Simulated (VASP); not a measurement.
# BiO4: single point with PBE

Crystal: BiO4.

```xyz
5
Lattice="3.6413 0.0000 0.0000 -1.8207 3.1535 0.0000 0.0000 0.0000 6.3071" Properties=species:S:1:pos:R:3 pbc="T T T"
Bi    0.0000    0.0000    0.0000
O     0.0000    2.1023    1.4153
O     0.0000    2.1023    4.8917
O     1.8207    1.0512    4.8917
O     1.8207    1.0512    1.4153
```

```yaml
Program: VASP 6.6.1
Task: single point
Functional: PBE
Potentials_or_basis: VASP PAW PBE potentials, release 64 (Bi_d, O)
Cutoff: 520 eV
k_mesh: 6 × 6 × 4
Occupations: gaussian, width 0.1 eV
Spin: no spin polarisation
Dipole_correction: no
Further_INCAR_settings: ALGO = Normal; EDIFF = 1e-06; NBANDS = 28
```

The pressure is 0.0 GPa. The largest force is 0.004 eV/Å.

Forces on the atoms (eV/Å):
```
Bi   0.000  0.000  0.000
O    0.000  0.000 -0.004
O    0.000  0.000  0.004
O    0.000  0.000  0.004
O    0.000  0.000 -0.004
```

Stress tensor (GPa, compression positive):
```
-0.06  0.00  0.00
 0.00 -0.06  0.00
 0.00  0.00  0.08
```

Levels at points of the mesh, in eV from the Fermi level:
```
           k point  band 16  band 17  band 18  band 19  band 20  band 21  band 22  band 23
(0.00, 0.00, 0.00)    -1.65    -1.16    -1.16    -0.78     0.02     0.02     0.29     4.11
(0.50, 0.00, 0.00)    -1.25    -0.61    -0.55    -0.36     0.00     1.06     1.07     5.25
(0.00, 0.00, 0.50)    -1.23    -1.14    -1.14    -0.67     0.00     0.00     0.16     3.85
(0.50, 0.00, 0.50)    -1.59    -0.85    -0.49    -0.32    -0.01     1.07     1.07     5.47
```

Run time: 17 s on 1 thread of Intel(R) Xeon(R) 6975P-C (Granite Rapids), on a shared host, peak memory 0.19 GiB.

Caveat: spin-orbit coupling is left out, which moves the levels of the heavy elements; an odd number of electrons without spin polarisation forces a metal; a magnetic or distorted state may lie lower.
